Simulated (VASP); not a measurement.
# Al3Co2Ni (P-3m1) in VASP: single point with PBE

Aim: the single point of Al3Co2Ni with PBE.

Everything below comes from runs of VASP 6.6.1. Logs are shortened: lines on timing, memory, paths and dates and some standing lists are left out, and cuts for length are marked.

### 1 The cell of the first run

It takes space group P-3m1 (No. 164, trigonal). The conventional cell has a = 4.063 Å, b = 4.063 Å, c = 4.972 Å, α = 90.00°, β = 90.00°, γ = 120.00°. Within 3.3 Å of Al (site symmetry -3m) lie 2 Ni at 2.49 Å and 6 Co at 2.49 Å and 6 Al at 2.86 Å. Al (site symmetry 3m) has 5 Co at 2.47 to 2.50 Å and 3 Ni at 2.49 Å and 6 Al at 2.86 to 2.89 Å within 3.3 Å. Within 3.3 Å of Co (site symmetry 3m) lie 8 Al at 2.47 to 2.50 Å and 3 Ni at 2.87 Å and 3 Co at 2.88 Å. Ni (site symmetry -3m) has 8 Al at 2.49 Å and 6 Co at 2.87 Å within 3.3 Å.

### 2 Single point, PBE, collinear spin, ferromagnetic start

The input, INCAR:

```
  ALGO = Normal
  EDIFF = 1E-6
  ENCUT = 520
  GGA = PE
  ISIF = 2
  ISMEAR = 0
  ISPIN = 2
  LASPH = True
  LCHARG = False
  LMAXMIX = 4
  LORBIT = 11
  LREAL = False
  LWAVE = False
  MAGMOM = 0 0 0 0.65 0.65 0.29
  NBANDS = 32
  NELM = 150
  PREC = Accurate
  SIGMA = 0.1
```

The input, KPOINTS:

```
k-points
0
Gamma
  12 12 8
```

The input, POSCAR:

```
Al3Co2Ni
1.0
    4.0631737264      0.0000000000      0.0000000000
   -2.0315868632      3.5188116671      0.0000000000
    0.0000000000      0.0000000000      4.9716310381
Al Co Ni
3 2 1
Direct
    0.0000000000      0.0000000000      0.0000000000
    0.6666666667      0.3333333333      0.3295796442
    0.3333333333      0.6666666667      0.6704203558
    0.6666666667      0.3333333333      0.8325014953
    0.3333333333      0.6666666667      0.1674985047
    0.0000000000      0.0000000000      0.5000000000
```

Potentials or basis: VASP PAW PBE potentials, release 64 (Al, Co, Ni).

Command:

```bash
cat potpaw_PBE.64/Al/POTCAR potpaw_PBE.64/Co/POTCAR potpaw_PBE.64/Ni/POTCAR > POTCAR
mpirun -np 1 vasp_std > vasp.out
```

OUTCAR:

```text
EDIFF = 1E-6
   ENCUT = 520
   GGA = PE
   ISIF = 2
   ISMEAR = 0
   ISPIN = 2
   LASPH = True
   LORBIT = 11
   LREAL = False
   NELM = 150
   PREC = Accurate

 ion  position               nearest neighbor table
   1  0.000  0.000  0.000-   6 2.49   6 2.49   4 2.49   5 2.49   4 2.49   5 2.49   4 2.49   5 2.49
                             2 2.86   3 2.86   3 2.86   2 2.86   2 2.86   3 2.86
   2  0.667  0.333  0.330-   4 2.47   5 2.48   5 2.48   5 2.48   6 2.49   6 2.49   6 2.49   4 2.50
                             1 2.86   1 2.86   1 2.86   3 2.89   3 2.89   3 2.89
   3  0.333  0.667  0.670-   5 2.47   4 2.48   4 2.48   4 2.48   6 2.49   6 2.49   6 2.49   5 2.50
                             1 2.86   1 2.86   1 2.86   2 2.89   2 2.89   2 2.89
   4  0.667  0.333  0.833-   2 2.47   3 2.48   3 2.48   3 2.48   1 2.49   1 2.49   1 2.49   2 2.50
                             6 2.87   6 2.87   6 2.87   5 2.88   5 2.88   5 2.88
   5  0.333  0.667  0.167-   3 2.47   2 2.48   2 2.48   2 2.48   1 2.49   1 2.49   1 2.49   3 2.50
                             6 2.87   6 2.87   6 2.87   4 2.88   4 2.88   4 2.88
   6  0.000  0.000  0.500-   1 2.49   1 2.49   3 2.49   2 2.49   2 2.49   3 2.49   2 2.49   3 2.49
                             5 2.87   4 2.87   4 2.87   5 2.87   5 2.87   4 2.87

  LATTYP: Found a hexagonal cell.
 ALAT       =     4.0631737264
 C/A-ratio  =     1.2235831822

  Lattice vectors:

 A1 = (   4.0631737264,   0.0000000000,   0.0000000000)
 A2 = (  -2.0315868632,   3.5188116671,   0.0000000000)
 A3 = (   0.0000000000,   0.0000000000,   4.9716310381)

Analysis of symmetry for initial positions (statically):
=====================================================================
 Subroutine PRICEL returns:
 Original cell was already a primitive cell.

 Routine SETGRP: Setting up the symmetry group for a
 hexagonal supercell.

 Subroutine GETGRP returns: Found 12 space group operations
 (whereof 12 operations were pure point group operations)
 out of a pool of 24 trial point group operations.

The static configuration has the point symmetry D_3d.

Analysis of symmetry for dynamics (positions and initial velocities):
=====================================================================
 Subroutine PRICEL returns:
 Original cell was already a primitive cell.

 Routine SETGRP: Setting up the symmetry group for a
 hexagonal supercell.

 Subroutine GETGRP returns: Found 12 space group operations
 (whereof 12 operations were pure point group operations)
 out of a pool of 24 trial point group operations.

The dynamic configuration has the point symmetry D_3d.

Analysis of structural, dynamic, and magnetic symmetry:
=====================================================================
 Subroutine PRICEL returns:
 Original cell was already a primitive cell.

[... 157 lines left out ...]
  ext. energy  EPLUGINS =         0.00000000
  ---------------------------------------------------
  free energy    TOTEN  =       -34.38833023 eV

  energy without entropy =      -34.37586729  energy(sigma->0) =      -34.38209876

 E-fermi :  10.2165     XC(G=0): -12.1325

 val. band max:       10.2162595112   @ k =   0.1667   0.0000   0.1250
 cond. band min:      10.2201435118   @ k =   0.4167  -0.0000   0.0000
 fundamental gap:      0.0038840006
 Fermi energy:        10.2164943437

 spin component 1

 k-point     1 :       0.0000    0.0000    0.0000
  band No.  band energies     occupation
      1      -0.7804      1.00000
      2       4.4739      1.00000
      3       4.4779      1.00000
      4       6.6357      1.00000
      5       6.6357      1.00000
      6       6.9057      1.00000
[... 781 lines left out ...]
     29      17.7727      0.00000
     30      18.7709      0.00000

 [... further k-points ...]

 spin component 2

 k-point     1 :       0.0000    0.0000    0.0000
  band No.  band energies     occupation
      1      -0.7931      1.00000
      2       4.4822      1.00000
      3       4.5057      1.00000
      4       6.7450      1.00000
      5       6.7450      1.00000
      6       7.1060      1.00000
[... 781 lines left out ...]
     29      17.8409      0.00000
     30      18.8085      0.00000

 [... further k-points ...]

 [bands above 30 left out]

------------------------ aborting loop because EDIFF is reached ----------------------------------------

  FORCE on cell =-STRESS in cart. coord.  units (eV):
  Direction    XX          YY          ZZ          XY          YZ          ZX
  --------------------------------------------------------------------------------------
  -------------------------------------------------------------------------------------
  Total       -0.0418107     -0.0418107     -0.0358475      0.0000000      0.0000000     -0.0000000
  in kB       -0.9424044     -0.9424044     -0.8079956      0.0000000      0.0000000     -0.0000000
  external PRESSURE =      -0.8976015 kB  Pullay stress =       0.0000000 kB

 VOLUME and BASIS-vectors are now :
 -----------------------------------------------------------------------------
  energy-cutoff  :      520.00
  volume of cell :       71.08
      direct lattice vectors                 reciprocal lattice vectors
     4.063173726  0.000000000  0.000000000     0.246113031  0.142093425  0.000000000
    -2.031586863  3.518811667  0.000000000     0.000000000  0.284186849  0.000000000
     0.000000000  0.000000000  4.971631038     0.000000000  0.000000000  0.201141234

 POSITION                                       TOTAL-FORCE (eV/Angst)
 -----------------------------------------------------------------------------------
      0.00000      0.00000      0.00000         0.000000      0.000000     -0.000000
      2.03159      1.17294      1.63855         0.000000     -0.000000     -0.002679
     -0.00000      2.34587      3.33308        -0.000000      0.000000      0.002679
      2.03159      1.17294      4.13889         0.000000     -0.000000      0.001361
     -0.00000      2.34587      0.83274        -0.000000      0.000000     -0.001361
      0.00000      0.00000      2.48582        -0.000000      0.000000     -0.000000
 -----------------------------------------------------------------------------------
    total drift:                               -0.000000      0.000000      0.000000

  FREE ENERGIE OF THE ION-ELECTRON SYSTEM (eV)
  ---------------------------------------------------
  free  energy   TOTEN  =       -34.3883302306 eV

  energy  without entropy=      -34.3758672927  energy(sigma->0) =      -34.38209876

 total charge

# of ion       s       p       d       tot
------------------------------------------
    1        0.389   0.420   0.000   0.810
    2        0.390   0.419   0.000   0.809
    3        0.390   0.419   0.000   0.809
    4        0.434   0.481   7.501   8.416
    5        0.434   0.481   7.501   8.416
    6        0.473   0.540   8.435   9.448
--------------------------------------------------
tot          2.509   2.762  23.438  28.709

 magnetization (x)

# of ion       s       p       d       tot
------------------------------------------
    1       -0.002  -0.002   0.000  -0.004
    2       -0.002  -0.000   0.000  -0.002
    3       -0.002  -0.000   0.000  -0.002
    4        0.013   0.001   0.532   0.546
    5        0.013   0.001   0.532   0.546
    6        0.001  -0.016   0.237   0.221
--------------------------------------------------
tot          0.020  -0.017   1.301   1.305
```

It took 13 min on 1 thread of Oxide Virtual Turin-like, shared host; peak memory 0.51 GiB.

What came out:

```
Free energy                                           : -34.3883 eV
Pressure                                              : -0.1 GPa
Net moment                                            : 1.23 μB per cell
Site moments                                          : Al -0.00; Co +0.55; Ni +0.22 μB
Valence electrons inside the program's atomic spheres : Al 0.81; Co 8.42; Ni 9.45
```

Forces in eV/Å, atoms in the order of the input:
```
Al   0.000  0.000  0.000
Al   0.000  0.000 -0.003
Al   0.000  0.000  0.003
Co   0.000  0.000  0.001
Co   0.000  0.000 -0.001
Ni   0.000  0.000  0.000
```

Levels at points of the mesh, in eV from the Fermi level:
Spin up:
```tsv
k point	band 17	band 18	band 19	band 20	band 21	band 22
(0.00, 0.00, 0.00)	-1.18	-1.08	2.21	2.21	2.41	2.41
(0.50, 0.00, 0.00)	-1.59	-1.30	-0.84	0.45	0.82	1.91
(0.00, 0.00, 0.50)	-0.82	2.25	2.25	2.27	3.25	3.25
(0.50, 0.00, 0.50)	-1.48	-1.08	-0.42	0.65	0.95	2.60
```
Spin down:
```csv
k point,band 14,band 15,band 16,band 17,band 18,band 19,band 20,band 21,band 22,band 23
"(0.00, 0.00, 0.00)",-0.88,-0.88,-0.82,-0.82,-0.79,2.38,2.38,2.67,2.67,4.20
"(0.50, 0.00, 0.00)",-1.44,-1.37,-1.27,-1.24,-0.95,-0.02,0.76,1.35,2.31,3.17
"(0.00, 0.00, 0.50)",-1.02,-1.02,-0.03,-0.03,2.25,2.25,2.27,3.41,3.41,3.64
"(0.50, 0.00, 0.50)",-1.41,-1.29,-1.13,-0.99,-0.80,0.32,0.95,1.42,2.78,3.25
```
